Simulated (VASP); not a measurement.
Write the native input for VASP 6.6.1 that does the following.

```
Task                   : single point
Functional             : PBE
Potentials or basis    : VASP PAW PBE potentials, release 64 (Zr_sv, C)
Cutoff                 : 520 eV
k mesh                 : 20 × 20 × 20
Occupations            : gaussian, width 0.15 eV
Spin                   : no spin polarisation
Dipole correction      : no
Further INCAR settings : ALGO = Normal; EDIFF = 1e-06; NBANDS = 15
```

The structure of ZrC lies in POSCAR:

```
ZrC
1.0
    0.0000000000      2.4810395913      2.1088836526
    2.4810395913      0.0000000000      2.1088836526
    2.4810395913      2.4810395913      0.0000000000
Zr C
1 1
Direct
    0.5000000000      0.5000000000      0.5000000000
    0.0000000000      0.0000000000      0.0000000000
```

This cell differs from its parent crystal: ratio of the length along z to the lengths across it x 0.85, volume and fractional coordinates fixed.

These files were run (other wordings do the same):

INCAR

```
ALGO = Normal
EDIFF = 1E-6
ENCUT = 520
GGA = PE
ISIF = 2
ISMEAR = 0
LASPH = T
LCHARG = F
LREAL = F
LWAVE = F
NBANDS = 15
NELM = 60
PREC = Accurate
SIGMA = 0.15
```

KPOINTS

```
k-points
0
Gamma
  20 20 20
```

Potentials or basis: VASP PAW PBE potentials, release 64 (Zr_sv, C).

Run with:

```bash
$ cat potpaw_PBE.64/Zr_sv/POTCAR potpaw_PBE.64/C/POTCAR > POTCAR
$ mpirun -np 1 vasp_std > vasp.out
```

It gave:

```
Pressure               : 12.8 GPa
Band gap on the k mesh : zero (band 8 reaches 10.44 eV, above the bottom of band 9 at 8.47 eV)
```

It took 65 s on 1 thread of Intel(R) Xeon(R) 6975P-C (Granite Rapids), on a shared host, peak memory 0.36 GiB.
